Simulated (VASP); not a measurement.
# Y (Im-3m) in VASP: further runs, part 2 of 2

VASP 6.6.1. The steps go on from the part before.

## (3) Single point, r2SCAN (volume scaled by 0.92)

Contents of POSCAR:

```
Y
1.0
   -1.9795699541      1.9795699541      1.9795699541
    1.9795699541     -1.9795699541      1.9795699541
    1.9795699541      1.9795699541     -1.9795699541
Y
1
Direct
    0.0000000000      0.0000000000      0.0000000000
```

Contents of INCAR.step1:

```
PREC     = Accurate       # precision mode
ENCUT    = 520            # plane-wave cutoff, eV
ISMEAR   = -1             # smearing method
SIGMA    = 0.1            # smearing width, eV
LREAL    = F              # projectors in reciprocal space
LASPH    = T              # aspherical terms in the spheres
NELM     = 100            # most SCF steps
NBANDS   = 12             # bands
GGA      = PE             # functional
ALGO     = Normal         # electronic algorithm
EDIFF    = 1E-4           # SCF threshold, eV
LWAVE    = T              # write WAVECAR
LCHARG   = F              # write CHGCAR
```

Contents of INCAR.step2:

```
PREC     = Accurate       # precision mode
ENCUT    = 520            # plane-wave cutoff, eV
EDIFF    = 1E-6           # SCF threshold, eV
ISMEAR   = -1             # smearing method
SIGMA    = 0.1            # smearing width, eV
LREAL    = F              # projectors in reciprocal space
LASPH    = T              # aspherical terms in the spheres
NELM     = 100            # most SCF steps
ALGO     = Normal         # electronic algorithm
ISIF     = 2              # what is computed and relaxed
LWAVE    = F              # write WAVECAR
LCHARG   = F              # write CHGCAR
METAGGA  = R2SCAN         # meta-GGA
LMIXTAU  = T            
NBANDS   = 12             # bands
ISTART   = 1
```

Contents of KPOINTS:

```
regular mesh
0
Gamma
  12 12 12
```

Potentials or basis: VASP PAW PBE potentials, release 64 (Y_sv).

On the command line:

```
> cat potpaw_PBE.64/Y_sv/POTCAR > POTCAR
> cp INCAR.step1 INCAR
> mpirun -np 1 vasp_std > vasp.out
> cp INCAR.step2 INCAR
> mpirun -np 1 vasp_std > vasp.out
```

OUTCAR:

```text
PREC = Accurate
   ENCUT = 520
   EDIFF = 1E-6
   ISMEAR = -1
   LREAL = F
   LASPH = T
   NELM = 100
   ISIF = 2
   METAGGA = R2SCAN
   ISTART = 1

 ion  position               nearest neighbor table
   1  0.000  0.000  0.000-

  LATTYP: Found a body centered cubic cell.
 ALAT       =     3.9591399082

  Lattice vectors:

 A1 = (  -1.9795699541,   1.9795699541,   1.9795699541)
 A2 = (   1.9795699541,  -1.9795699541,   1.9795699541)
 A3 = (   1.9795699541,   1.9795699541,  -1.9795699541)

Analysis of symmetry for initial positions (statically):
=====================================================================
 Subroutine PRICEL returns:
 Original cell was already a primitive cell.

 Routine SETGRP: Setting up the symmetry group for a
 body centered cubic supercell.

 Subroutine GETGRP returns: Found 48 space group operations
 (whereof 48 operations were pure point group operations)
 out of a pool of 48 trial point group operations.

The static configuration has the point symmetry O_h .

Analysis of symmetry for dynamics (positions and initial velocities):
=====================================================================
 Subroutine PRICEL returns:
 Original cell was already a primitive cell.

 Routine SETGRP: Setting up the symmetry group for a
 body centered cubic supercell.

 Subroutine GETGRP returns: Found 48 space group operations
 (whereof 48 operations were pure point group operations)
 out of a pool of 48 trial point group operations.

The dynamic configuration has the point symmetry O_h .

 Subroutine INISYM returns: Found 48 space group operations
 (whereof 48 operations are pure point group operations),
 and found     1 'primitive' translations

----------------------------------------------------------------------------------------
[... 114 lines left out ...]
  Thomas-Fermi vector in A             =   2.295239
   LORBIT       =      0    0 simple, 1 ext, 2 COOP (PROOUT), +10 PAW based schemes
   METAGGA = R2SCAN    functional components
   LHFCALC =     F    Hartree Fock is set to
   AEXX    =    0.0000 exact exchange contribution
   IVDW    =     0    specifies the selected vdW correction
   LEPSILON=     F    determine dielectric tensor
   LRPA    =     F    only Hartree local field effects (RPA)
 non-spin polarized calculation
  energy-cutoff  :      520.00
  volume of cell :       31.03
 maximum number of plane-waves:       887
 NGX is ok and might be reduce to    28
   NGX = 13   NGY = 13   NGZ = 13

 number of electron      11.0000000 magnetization

 Free energy of the ion-electron system (eV)
  ---------------------------------------------------
  ext. energy  EPLUGINS =         0.00000000
  ---------------------------------------------------
  free energy    TOTEN  =       -20.17999987 eV

  energy without entropy =      -20.11280881  energy(sigma->0) =      -20.14640434

 E-fermi :   3.4954     XC(G=0): -10.3014

 val. band max:        3.4841096734   @ k =   0.2500   0.1667   0.0833
 cond. band min:       3.4982487125   @ k =   0.3333   0.1667   0.0833
 fundamental gap:      0.0141390390
 Fermi energy:         3.4954198206

 k-point     1 :       0.0000    0.0000    0.0000
  band No.  band energies     occupation
      1     -40.7594      2.00000
      2     -19.7512      2.00000
      3     -19.7512      2.00000
      4     -19.7512      2.00000
      5      -1.6461      2.00000
      6       5.5369      0.00000
      7       5.5369      0.00000
      8       5.5369      0.00000
      9       7.4943      0.00000
     10       7.4943      0.00000
     11      14.3844      0.00000
     12      14.3844      0.00000
[... 331 lines left out ...]
 k-point    24 :       0.4167    0.0833    0.0833
  band No.  band energies     occupation
      1     -40.6655      2.00000
      2     -20.3896      2.00000
      3     -19.9956      2.00000
      4     -19.8023      2.00000
      5       1.7535      2.00000
      6       3.6396      0.38255
      7       4.0231      0.01016
      8       7.6966      0.00000
      9       8.2220      0.00000
     10      10.5080      0.00000
     11      11.8826      0.00000
     12      12.6210      0.00000

 [... further k-points ...]

------------------------ aborting loop because EDIFF is reached ----------------------------------------

  FORCE on cell =-STRESS in cart. coord.  units (eV):
  Direction    XX          YY          ZZ          XY          YZ          ZX
  --------------------------------------------------------------------------------------
  -------------------------------------------------------------------------------------
  Total        0.7246666      0.7246666      0.7246666     -0.0000000      0.0000000     -0.0000000
  in kB       37.4176317     37.4176317     37.4176317     -0.0000000      0.0000000     -0.0000000
  external PRESSURE =      37.4176317 kB  Pullay stress =       0.0000000 kB

 VOLUME and BASIS-vectors are now :
 -----------------------------------------------------------------------------
  energy-cutoff  :      520.00
  volume of cell :       31.03
      direct lattice vectors                 reciprocal lattice vectors
    -1.979569954  1.979569954  1.979569954     0.000000000  0.252580112  0.252580112
     1.979569954 -1.979569954  1.979569954     0.252580112  0.000000000  0.252580112
     1.979569954  1.979569954 -1.979569954     0.252580112  0.252580112  0.000000000

 POSITION                                       TOTAL-FORCE (eV/Angst)
 -----------------------------------------------------------------------------------
      0.00000      0.00000      0.00000         0.000000     -0.000000      0.000000
 -----------------------------------------------------------------------------------
    total drift:                               -0.000000     -0.000000      0.000000

  FREE ENERGIE OF THE ION-ELECTRON SYSTEM (eV)
  ---------------------------------------------------
  free  energy   TOTEN  =       -20.1799998672 eV

  energy  without entropy=      -20.1128088051  energy(sigma->0) =      -20.14640434
```

OUTCAR.step1:

```text
PREC = Accurate
   ENCUT = 520
   ISMEAR = -1
   LREAL = F
   LASPH = T
   NELM = 100
[... 574 lines left out ...]

 POSITION                                       TOTAL-FORCE (eV/Angst)
 -----------------------------------------------------------------------------------
      0.00000      0.00000      0.00000         0.000000     -0.000000      0.000000
 -----------------------------------------------------------------------------------
    total drift:                               -0.000000     -0.000000     -0.000000

  FREE ENERGIE OF THE ION-ELECTRON SYSTEM (eV)
  ---------------------------------------------------
  free  energy   TOTEN  =        -6.3348679864 eV

  energy  without entropy=       -6.2588378703  energy(sigma->0) =       -6.29685293
```

OSZICAR.step1:

```text
N       E                     dE             d eps       ncg     rms          rms(c)
DAV:   1     0.258338051575E+02    0.25834E+02   -0.55452E+03  1728   0.837E+02
DAV:   2    -0.506668011821E+01   -0.30900E+02   -0.30040E+02  2092   0.168E+02
DAV:   3    -0.648802609765E+01   -0.14213E+01   -0.13959E+01  2416   0.230E+01
DAV:   4    -0.652442375975E+01   -0.36398E-01   -0.36372E-01  1976   0.355E+00
DAV:   5    -0.652503772973E+01   -0.61397E-03   -0.61395E-03  2212   0.356E-01    0.246E+01
DAV:   6    -0.636643253858E+01    0.15861E+00   -0.18773E-01  1848   0.297E+00    0.149E+01
DAV:   7    -0.633855017802E+01    0.27882E-01   -0.27962E-01  2036   0.358E+00    0.114E+00
DAV:   8    -0.633512390439E+01    0.34263E-02   -0.35251E-02  1992   0.149E+00    0.198E-01
DAV:   9    -0.633490153448E+01    0.22237E-03   -0.78834E-04  2028   0.241E-01    0.895E-02
DAV:  10    -0.633486798642E+01    0.33548E-04   -0.13964E-04  1556   0.105E-01
   1 F= -.63348680E+01 E0= -.62968529E+01  d E =-.760301E-01
```

It took 2.4 min on 1 thread of Intel Xeon Platinum 8259CL at 2.50GHz (Skylake/Cascade Lake), shared host; peak memory 0.2 GiB.

What came out:

- Free energy: -20.1800 eV
- Pressure: 3.7 GPa

Levels at points of the mesh, in eV from the Fermi level:
```tsv
k point	band 3	band 4	band 5	band 6	band 7	band 8
(0.00, 0.00, 0.00)	-23.25	-23.25	-5.14	2.04	2.04	2.04
(0.50, 0.00, 0.00)	-23.46	-23.25	-2.14	0.31	0.76	4.04
(0.50, 0.50, 0.50)	-23.71	-23.71	-1.77	-1.77	5.96	5.96
```

Caveat: the PAW data sets were made with another functional, which shifts forces and pressure a little.
